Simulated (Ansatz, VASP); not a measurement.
**BaO in VASP and in Ansatz**

Contents of POSCAR:

```
BaO
1.0
    0.0000000000      2.7345307117      2.7345307117
    2.7345307117      0.0000000000      2.7345307117
    2.7345307117      2.7345307117      0.0000000000
Ba O
1 1
Direct
    0.5000000000      0.5000000000      0.5000000000
    0.0000000000      0.0000000000      0.0000000000
```

INCAR.step1

```
SYSTEM = BaO
PREC = Accurate
ENCUT = 1480
ISMEAR = 0
SIGMA = 0.05
LREAL = .False.
LASPH = .True.
NELM = 120
NBANDS = 15
GGA = PE
ALGO = Normal
EDIFF = 1E-5
LWAVE = .True.
LCHARG = .False.
GGA_COMPAT = .False.
```

Contents of INCAR.step2:

```
SYSTEM = BaO
PREC = Accurate
ENCUT = 1480
EDIFF = 1E-6
ISMEAR = 0
SIGMA = 0.05
LREAL = .False.
LASPH = .True.
NELM = 120
ALGO = Normal
ISIF = 2
LWAVE = .False.
LCHARG = .False.
METAGGA = R2SCAN
LMIXTAU = .True.
NBANDS = 15
ISTART = 1
GGA_COMPAT = .False.
```

The input KPOINTS:

```
Automatic mesh
0
Gamma
  8 8 8
  0 0 0
```

Input for Ansatz:

```yaml
crystal:
  lattice:
    - [0.0, 2.7345306814, 2.7345306814]
    - [2.7345306814, 0.0, 2.7345306814]
    - [2.7345306814, 2.7345306814, 0.0]
  atoms:
    - { symbol: Ba, position: [0.5, 0.5, 0.5] }
    - { symbol: O, position: [0.0, 0.0, 0.0] }
basis:
  ecutwfc: 500
  ecutrho_ratio: 4
kpoints:
  mp_grid: { grid: [8, 8, 8] }
hamiltonian:
  xc: r2scan
scf:
  occupations: { method: gaussian, width: 0.05 }
output:
  forces: true
  stress: true
  eigenvalues: true
```

Alike in both runs: task single point; functional r2SCAN; k mesh 8 × 8 × 8; occupations gaussian, width 0.05 eV; no spin polarisation.

|  | VASP | Ansatz |
| --- | --- | --- |
| version | VASP 6.6.1 | Ansatz 0.2.0 |
| potentials or method | VASP PAW PBE potentials, release 64 (Ba_sv, O_h), cutoff 1480 eV | scalar-relativistic, plane waves, PAW |
| valence electrons in the cell | 16 | 16 |

Ansatz gave:

| Property | Result |
| --- | --- |
| gap on the k mesh at the Fermi level (eV) | 2.23 |
| least direct gap on the mesh (eV) | 2.23 |
| pressure (GPa) | 3.4 |

Question: Estimate VASP's values.

Answer: gap on the k mesh at the Fermi level (eV): 2.17; least direct gap on the mesh (eV): 2.17; pressure (GPa): 5.3.

VASP's potentials were made for PBE, not for r2SCAN.

Spin-orbit coupling is off throughout.
